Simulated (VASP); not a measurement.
# MgCd3O4 (P4/mmm) in VASP: further runs, part 2 of 2

VASP 6.6.1. The steps go on from the part before.

### 3 Single point, PBEsol

Contents of INCAR:

```
SYSTEM = MgCd3O4
ALGO = Fast
EDIFF = 1E-6
ENCUT = 520
GGA = PS
ISIF = 2
ISMEAR = 0
LASPH = .TRUE.
LCHARG = .FALSE.
LREAL = .FALSE.
LWAVE = .FALSE.
NBANDS = 41
NELM = 80
PREC = Accurate
SIGMA = 0.1
```

Contents of KPOINTS:

```
k-points
0
G
  12 12 4
  0 0 0
```

Contents of POSCAR:

```
MgCd3O4
1.0
    3.3076836379      0.0000000000      0.0000000000
    0.0000000000      3.3076836379      0.0000000000
    0.0000000000      0.0000000000      9.3304801768
Mg Cd O
1 3 4
Direct
    0.0000000000      0.0000000000      0.0000000000
    0.5000000000      0.5000000000      0.2432999155
    0.0000000000      0.0000000000      0.5000000000
    0.5000000000      0.5000000000      0.7567000845
    0.0000000000      0.0000000000      0.2322467424
    0.5000000000      0.5000000000      0.5000000000
    0.0000000000      0.0000000000      0.7677532576
    0.5000000000      0.5000000000      0.0000000000
```

Potentials or basis: VASP PAW PBE potentials, release 64 (Mg, Cd, O).

On the command line:

```bash
> cat potpaw_PBE.64/Mg/POTCAR potpaw_PBE.64/Cd/POTCAR potpaw_PBE.64/O/POTCAR > POTCAR
> mpirun -np 1 vasp_std > vasp.out
```

OUTCAR:

```text
SYSTEM = MgCd3O4
   EDIFF = 1E-6
   ENCUT = 520
   GGA = PS
   ISIF = 2
   ISMEAR = 0
   LASPH = .TRUE.
   LREAL = .FALSE.
   NELM = 80
   PREC = Accurate

 ion  position               nearest neighbor table
   1  0.000  0.000  0.000-   5 2.17   7 2.17   8 2.34   8 2.34   8 2.34   8 2.34   4 3.26   4 3.26
                             2 3.26   4 3.26   2 3.26   2 3.26   4 3.26   2 3.26
   2  0.500  0.500  0.243-   8 2.27   5 2.34   5 2.34   5 2.34   5 2.34   6 2.40   1 3.26   1 3.26
                             1 3.26   1 3.26   3 3.35   3 3.35   3 3.35   3 3.35
   3  0.000  0.000  0.500-   6 2.34   6 2.34   6 2.34   6 2.34   7 2.50   5 2.50   4 3.35   4 3.35
                             2 3.35   4 3.35   2 3.35   2 3.35   4 3.35   2 3.35
   4  0.500  0.500  0.757-   8 2.27   7 2.34   7 2.34   7 2.34   7 2.34   6 2.40   1 3.26   1 3.26
                             1 3.26   1 3.26   3 3.35   3 3.35   3 3.35   3 3.35
   5  0.000  0.000  0.232-   1 2.17   2 2.34   2 2.34   2 2.34   2 2.34   3 2.50
   6  0.500  0.500  0.500-   3 2.34   3 2.34   3 2.34   3 2.34   4 2.40   2 2.40
   7  0.000  0.000  0.768-   1 2.17   4 2.34   4 2.34   4 2.34   4 2.34   3 2.50
   8  0.500  0.500  0.000-   2 2.27   4 2.27   1 2.34   1 2.34   1 2.34   1 2.34

  LATTYP: Found a simple tetragonal cell.
 ALAT       =     3.3076836379
 C/A-ratio  =     2.8208502379

  Lattice vectors:

 A1 = (   3.3076836379,   0.0000000000,   0.0000000000)
 A2 = (   0.0000000000,   3.3076836379,   0.0000000000)
 A3 = (   0.0000000000,   0.0000000000,   9.3304801768)

Analysis of symmetry for initial positions (statically):
=====================================================================
 Subroutine PRICEL returns:
 Original cell was already a primitive cell.

 Routine SETGRP: Setting up the symmetry group for a
 simple tetragonal supercell.

 Subroutine GETGRP returns: Found 16 space group operations
 (whereof 16 operations were pure point group operations)
 out of a pool of 16 trial point group operations.

The static configuration has the point symmetry D_4h.

Analysis of symmetry for dynamics (positions and initial velocities):
=====================================================================
 Subroutine PRICEL returns:
 Original cell was already a primitive cell.

 Routine SETGRP: Setting up the symmetry group for a
 simple tetragonal supercell.

 Subroutine GETGRP returns: Found 16 space group operations
 (whereof 16 operations were pure point group operations)
 out of a pool of 16 trial point group operations.

The dynamic configuration has the point symmetry D_4h.

 Subroutine INISYM returns: Found 16 space group operations
 (whereof 16 operations are pure point group operations),
 and found     1 'primitive' translations

----------------------------------------------------------------------------------------

                                     Primitive cell

  volume of cell :     102.0826

  direct lattice vectors                    reciprocal lattice vectors
     3.307683638  0.000000000  0.000000000     0.302326374  0.000000000  0.000000000
     0.000000000  3.307683638  0.000000000     0.000000000  0.302326374  0.000000000
     0.000000000  0.000000000  9.330480177     0.000000000  0.000000000  0.107175620

  length of vectors
     3.307683638  3.307683638  9.330480177     0.302326374  0.302326374  0.107175620

  position of ions in fractional coordinates (direct lattice)
     0.000000000  0.000000000  0.000000000
[... 73 lines left out ...]
   number of dos      NEDOS =    301   number of ions     NIONS =      8
   total plane-waves  NPLWV =  54880
   dimension x,y,z NGX =    28 NGY =   28 NGZ =   70
   dimension x,y,z NGXF=    56 NGYF=   56 NGZF=  140
   ions per type =               1   3   4
   NGX,Y,Z   is equivalent  to a cutoff of  14.07, 14.07, 12.47 a.u.
   NGXF,Y,Z  is equivalent  to a cutoff of  28.15, 28.15, 24.94 a.u.
 SYSTEM =  MgCd3O4
   PREC   = accura    normal or accurate (medium, high low for compatibility)
   ISTART =      0    job   : 0-new  1-cont  2-samecut
   ICHARG =      2    charge: 1-file 2-atom 10-const
   ISPIN  =      1    spin polarized calculation?
   LNONCOLLINEAR =      F non collinear calculations
   LSORBIT =      F    spin-orbit coupling
   LASPH  =      T    aspherical Exc in radial PAW
   ENCUT  =  520.0 eV  38.22 Ry    6.18 a.u.   6.15  6.15 17.35*2*pi/ulx,y,z
   NELM   =     80;   NELMIN=  2; NELMDL= -5     # of ELM steps
   EDIFF  = 0.1E-05   stopping-criterion for ELM
   LREAL  =      F    real-space projection
   EDIFFG = 0.1E-04   stopping-criterion for IOM
   NSW    =      0    number of steps for IOM
   IBRION =     -1    ionic relax: 0-MD 1-quasi-New 2-CG
   NFREE  =      0    steps in history (QN), initial steepest desc. (CG)
   ISIF   =      2    stress and relaxation
   ISYM   =      2    0-nonsym 1-usesym 2-fastsym
   POTIM  = 0.5000    time-step for ionic-motion
   TEBEG  =    0.0;   TEEND  =   0.0 temperature during run
   PSTRESS=    0.0 pullay stress
   NELECT =      62.0000    total number of electrons
   NUPDOWN=      -1.0000    fix difference up-down
   EMIN   =  10.00;   EMAX   =-10.00  energy-range for DOS
   EFERMI =   0.00;   METHOD = LEGACY
   ISMEAR =     0;   SIGMA  =   0.10  broadening in eV -4-tet -1-fermi 0-gaus
   EFERMI_NEDOS =   21; number of points for ismear=-14 and -15
   IALGO  =     68    algorithm
   IMIX   =      4    mixing-type and parameters
     AMIX     =   0.40;   BMIX     =  1.00
     AMIX_MAG =   1.60;   BMIX_MAG =  1.00
  volume/ion in A,a.u.               =      12.76        86.11
  Fermi-wavevector in a.u.,A,eV,Ry     =   1.386399  2.619913 26.151770  1.922101
  Thomas-Fermi vector in A             =   2.510718
   LORBIT       =      0    0 simple, 1 ext, 2 COOP (PROOUT), +10 PAW based schemes
   GGA     = PS    functional components
   LHFCALC =     F    Hartree Fock is set to
   AEXX    =    0.0000 exact exchange contribution
   IVDW    =     0    specifies the selected vdW correction
   LEPSILON=     F    determine dielectric tensor
   LRPA    =     F    only Hartree local field effects (RPA)
 non-spin polarized calculation
 RMM-DIIS sequential band-by-band and
 Gauss-broadening in eV      SIGMA  =   0.10
  energy-cutoff  :      520.00
  volume of cell :      102.08
 maximum number of plane-waves:      2784
 NGX is ok and might be reduce to    28
   NGX = 13   NGY = 13   NGZ = 35

 number of electron      62.0000036 magnetization

 Free energy of the ion-electron system (eV)
  ---------------------------------------------------
  ext. energy  EPLUGINS =         0.00000000
  ---------------------------------------------------
  free energy    TOTEN  =       -37.41829841 eV

  energy without entropy =      -37.41767591  energy(sigma->0) =      -37.41798716

 E-fermi :   2.2249     XC(G=0): -11.5202

 val. band max:        2.1531740918   @ k =   0.5000   0.0000   0.0000
 cond. band min:       2.3666846051   @ k =   0.0833   0.0000   0.0000
 fundamental gap:      0.2135105132
 Fermi energy:         2.2248557692

 k-point     1 :       0.0000    0.0000    0.0000
  band No.  band energies     occupation
      1     -15.3987      2.00000
      2     -14.9498      2.00000
      3     -14.8490      2.00000
      4     -14.2314      2.00000
      5      -5.3750      2.00000
      6      -5.0392      2.00000
[... 1045 lines left out ...]
     40      11.1868      0.00000
     41      11.7587      0.00000

 [... further k-points ...]

------------------------ aborting loop because EDIFF is reached ----------------------------------------

  FORCE on cell =-STRESS in cart. coord.  units (eV):
  Direction    XX          YY          ZZ          XY          YZ          ZX
  --------------------------------------------------------------------------------------
  -------------------------------------------------------------------------------------
  Total       -3.0562507     -3.0562507     -3.0008793      0.0000000     -0.0000000      0.0000000
  in kB      -47.9675610    -47.9675610    -47.0985113      0.0000000     -0.0000000      0.0000000
  external PRESSURE =     -47.6778777 kB  Pullay stress =       0.0000000 kB

 VOLUME and BASIS-vectors are now :
 -----------------------------------------------------------------------------
  energy-cutoff  :      520.00
  volume of cell :      102.08
      direct lattice vectors                 reciprocal lattice vectors
     3.307683638  0.000000000  0.000000000     0.302326374  0.000000000  0.000000000
     0.000000000  3.307683638  0.000000000     0.000000000  0.302326374  0.000000000
     0.000000000  0.000000000  9.330480177     0.000000000  0.000000000  0.107175620

 POSITION                                       TOTAL-FORCE (eV/Angst)
 -----------------------------------------------------------------------------------
      0.00000      0.00000      0.00000         0.000000      0.000000      0.000000
      1.65384      1.65384      2.27011         0.000000      0.000000      0.012562
      0.00000      0.00000      4.66524         0.000000      0.000000      0.000000
      1.65384      1.65384      7.06038         0.000000     -0.000000     -0.012562
      0.00000      0.00000      2.16697         0.000000     -0.000000      0.046896
      1.65384      1.65384      4.66524         0.000000      0.000000      0.000000
      0.00000      0.00000      7.16351        -0.000000      0.000000     -0.046896
      1.65384      1.65384      0.00000         0.000000      0.000000      0.000000
 -----------------------------------------------------------------------------------
    total drift:                                0.000000      0.000000      0.000000

  FREE ENERGIE OF THE ION-ELECTRON SYSTEM (eV)
  ---------------------------------------------------
  free  energy   TOTEN  =       -37.4182984096 eV

  energy  without entropy=      -37.4176759099  energy(sigma->0) =      -37.41798716
```

It took 10 min on 1 thread of Oxide Virtual Turin-like, shared host; peak memory 0.4 GiB.

What came out:

```yaml
Free_energy: -37.4183 eV
Pressure: -4.8 GPa
Largest_force: 0.047 eV/Å
Band_gap_on_the_k_mesh: zero (bands 31 and 32 overlap by 0.31 eV)
```

Forces on the atoms (eV/Å):
```
Mg   0.000  0.000  0.000
Cd   0.000  0.000  0.013
Cd   0.000  0.000  0.000
Cd   0.000  0.000 -0.013
O    0.000  0.000  0.047
O    0.000  0.000  0.000
O    0.000  0.000 -0.047
O    0.000  0.000  0.000
```

Levels at points of the mesh, in eV from the Fermi level:
| k point | band 29 | band 30 | band 31 | band 32 | band 33 | band 34 |
| --- | --- | --- | --- | --- | --- | --- |
| (0.00, 0.00, 0.00) | -1.53 | -1.16 | -1.16 | -0.38 | 2.82 | 3.44 |
| (0.50, 0.00, 0.00) | -0.24 | -0.22 | -0.07 | 3.85 | 4.15 | 4.88 |
| (0.50, 0.50, 0.00) | -2.21 | -2.21 | -1.96 | 3.56 | 3.67 | 5.88 |
| (0.00, 0.00, 0.50) | -1.85 | -1.16 | -1.16 | 0.92 | 1.61 | 3.75 |
| (0.50, 0.00, 0.50) | -0.61 | -0.24 | -0.22 | 3.99 | 4.59 | 4.61 |
| (0.50, 0.50, 0.50) | -2.22 | -2.22 | -2.02 | 3.71 | 4.59 | 4.60 |

Caveat: the cell stands under tension; semilocal functionals underestimate gaps, and a narrow one can read as zero; the PAW data sets were made with another functional, which shifts forces and pressure a little.

The gap in the log of VASP goes by the Fermi energy; the results here count the filled bands.